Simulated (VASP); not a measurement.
K, 1 atom in the cell. The structure is cubic, space group Im-3m (No. 229). The conventional cell has a = 5.236 Å, b = 5.236 Å, c = 5.236 Å, α = 90.00°, β = 90.00°, γ = 90.00°. 

- Program: VASP 6.6.1
- Task: electric field gradients
- Functional: PBE
- Potentials or basis: VASP PAW PBE potentials, release 64 (K_sv)
- Cutoff: 520 eV
- k mesh: 10 × 10 × 10
- Occupations: fermi-dirac, width 0.08 eV
- Spin: no spin polarisation
- Dipole correction: no
- Further INCAR settings: ALGO = Normal; EDIFF = 1e-08; NBANDS = 10

Potentials or basis: VASP PAW PBE potentials, release 64 (K_sv).

Run with:

```sh
$ cat potpaw_PBE.64/K_sv/POTCAR > POTCAR
$ mpirun -np 1 vasp_std > vasp.out
```

Hardware: 1 thread of Intel(R) Xeon(R) Platinum 8124M CPU @ 3.00GHz (Skylake/Cascade Lake), on a shared host.

Q: How long does it take, and how much memory?

A: Run time: 24 s on 1 thread of Intel(R) Xeon(R) Platinum 8124M CPU @ 3.00GHz (Skylake/Cascade Lake), on a shared host, peak memory 0.21 GiB. Counts: scf iterations 15, k points 47.
